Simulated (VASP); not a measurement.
Here is a VASP 6.6.1 calculation.

Contents of INCAR:

```
PREC = Accurate
ENCUT = 450
EDIFF = 1E-7
ISMEAR = -1
SIGMA = 0.05
LREAL = Auto
LASPH = True
NELM = 120
ALGO = Normal
ISIF = 2
LWAVE = False
LCHARG = False
GGA = PS
IBRION = 2
NSW = 100
EDIFFG = -0.03
ISYM = -1
GGA_COMPAT = False
NELMIN = 4
KPAR = 1
```

The input KPOINTS:

```
explicit points
1
Reciprocal
  0.25000000   0.25000000   0.25000000 1
```

The input POSCAR:

```
Si63Se
1.0
   10.8655790000      0.0000000000      0.0000000000
    0.0000000000     10.8655790000      0.0000000000
    0.0000000000      0.0000000000     10.8655790000
Si Se
63 1
Direct
    0.9995630000      0.0025730000      0.9985230000
    0.9982420000      0.0000720000      0.4966430000
    0.9982460000      0.5017640000      0.0008760000
    0.0034890000      0.5019730000      0.4984570000
    0.4980380000      0.0002470000      0.0002410000
    0.5003230000      0.0022360000      0.4997940000
    0.4991910000      0.5011440000      0.9992880000
    0.1284270000      0.1247100000      0.1272250000
    0.1272180000      0.1259390000      0.6264420000
    0.1246650000      0.6244400000      0.1261840000
    0.1244430000      0.6265980000      0.6237690000
    0.6246040000      0.1251670000      0.1257430000
    0.6247230000      0.1227380000      0.6247660000
    0.6252840000      0.6249960000      0.1273400000
    0.6228890000      0.6215320000      0.6240630000
    0.2496530000      0.2513240000      0.9966810000
    0.2501700000      0.2500480000      0.4996380000
    0.2521340000      0.7475900000      0.9998650000
    0.2500420000      0.7515120000      0.4997670000
    0.7543430000      0.2476040000      0.0006400000
    0.7491160000      0.2521010000      0.5006960000
    0.7480810000      0.7510680000      0.0014930000
    0.7522520000      0.7500680000      0.5030210000
    0.3697370000      0.3746420000      0.1276100000
    0.3748530000      0.3762250000      0.6229930000
    0.3749010000      0.8745530000      0.1272870000
    0.3744560000      0.8743840000      0.6223150000
    0.8734910000      0.3766130000      0.1240810000
    0.8730540000      0.3753030000      0.6252350000
    0.8728390000      0.8751200000      0.1241980000
    0.8755000000      0.8735840000      0.6262040000
    0.2501140000      0.0009240000      0.2509090000
    0.2470080000      0.0011760000      0.7494000000
    0.2495530000      0.5009290000      0.2527260000
    0.2474310000      0.4998790000      0.7478140000
    0.7491000000      0.0045340000      0.2492900000
    0.7465620000      0.9999780000      0.7467990000
    0.7515760000      0.5014740000      0.2512770000
    0.7491440000      0.5033320000      0.7481320000
    0.3756510000      0.1251900000      0.3743610000
    0.3742160000      0.1235100000      0.8752250000
    0.3757110000      0.6279690000      0.3749630000
    0.3752220000      0.6238070000      0.8771820000
    0.8781930000      0.1247120000      0.3759040000
    0.8739730000      0.1254420000      0.8771140000
    0.8751220000      0.6235990000      0.3744550000
    0.8767700000      0.6241840000      0.8735380000
    0.0026910000      0.2532090000      0.2489130000
    0.9978140000      0.2474820000      0.7481980000
    0.9994990000      0.7539410000      0.2512230000
    0.0005280000      0.7542050000      0.7508790000
    0.4988220000      0.2505360000      0.2527170000
    0.5008220000      0.2514890000      0.7489620000
    0.4998090000      0.7521800000      0.2498420000
    0.4951400000      0.7499140000      0.7473390000
    0.1228290000      0.3764930000      0.3683730000
    0.1243520000      0.3727860000      0.8753330000
    0.1219010000      0.8706630000      0.3732880000
    0.1234830000      0.8758640000      0.8740520000
    0.6241470000      0.3756410000      0.3723830000
    0.6261230000      0.3744550000      0.8771140000
    0.6245620000      0.8713520000      0.3748540000
    0.6228070000      0.8751680000      0.8722110000
    0.4993890000      0.5044900000      0.4993650000
```

Potentials or basis: VASP PAW PBE potentials, release 64 (Si, Se).

Launch:

```console
$ cat potpaw_PBE.64/Si/POTCAR potpaw_PBE.64/Se/POTCAR > POTCAR
$ mpirun -np 4 vasp_std > vasp.out
```

**Question.** Estimate the energy gained by relaxing.

**Answer.** 19.8 meV/atom.

Forces in eV/Å, atoms in the order of the input:
```
Si   0.001 -0.002  0.009
Si   0.002 -0.003  0.001
Si  -0.002 -0.003  0.002
Si   0.003  0.003  0.000
Si  -0.006 -0.006  0.006
Si   0.008  0.003 -0.003
Si   0.002 -0.001  0.005
Si   0.016  0.008  0.020
Si  -0.005 -0.004 -0.024
Si   0.000  0.005 -0.010
Si   0.007 -0.010  0.003
Si  -0.006 -0.011 -0.002
Si  -0.007  0.014 -0.002
Si   0.000  0.003  0.001
Si  -0.008 -0.007 -0.011
Si   0.015  0.010 -0.022
Si  -0.006  0.001  0.009
Si   0.003 -0.018  0.005
Si   0.009 -0.001 -0.001
Si  -0.009  0.005  0.004
Si   0.000 -0.001  0.005
Si  -0.005 -0.013  0.004
Si  -0.012 -0.006 -0.005
Si   0.015  0.009  0.007
Si  -0.003  0.001  0.005
Si   0.000 -0.001  0.002
Si   0.016  0.006 -0.002
Si  -0.006  0.017  0.004
Si   0.006 -0.005 -0.008
Si  -0.006 -0.006  0.016
Si   0.000 -0.001 -0.011
Si   0.017 -0.011  0.017
Si  -0.001  0.003 -0.003
Si  -0.001 -0.001  0.002
Si   0.002 -0.004  0.002
Si  -0.009  0.006  0.002
Si  -0.009 -0.006 -0.014
Si  -0.001  0.000  0.009
Si  -0.006 -0.002 -0.013
Si   0.001  0.016  0.017
Si   0.004  0.000 -0.004
Si  -0.001  0.009  0.000
Si   0.004  0.002  0.004
Si  -0.007 -0.001  0.014
Si  -0.008  0.016 -0.010
Si   0.010 -0.006  0.001
Si  -0.005 -0.010 -0.005
Si  -0.009  0.003  0.007
Si   0.009  0.005 -0.008
Si   0.007 -0.002  0.002
Si  -0.005 -0.003 -0.001
Si   0.009 -0.005  0.001
Si  -0.007  0.001  0.003
Si  -0.007 -0.001  0.000
Si  -0.007 -0.007 -0.011
Si  -0.007  0.002  0.003
Si   0.018  0.019 -0.010
Si  -0.004 -0.009  0.004
Si   0.008 -0.006 -0.003
Si   0.010  0.002  0.004
Si  -0.006  0.009  0.012
Si  -0.001  0.004 -0.007
Si  -0.005  0.007 -0.004
Se  -0.015 -0.016 -0.012
```

Caveat: the PAW data sets were made with another functional, which shifts forces and pressure a little.
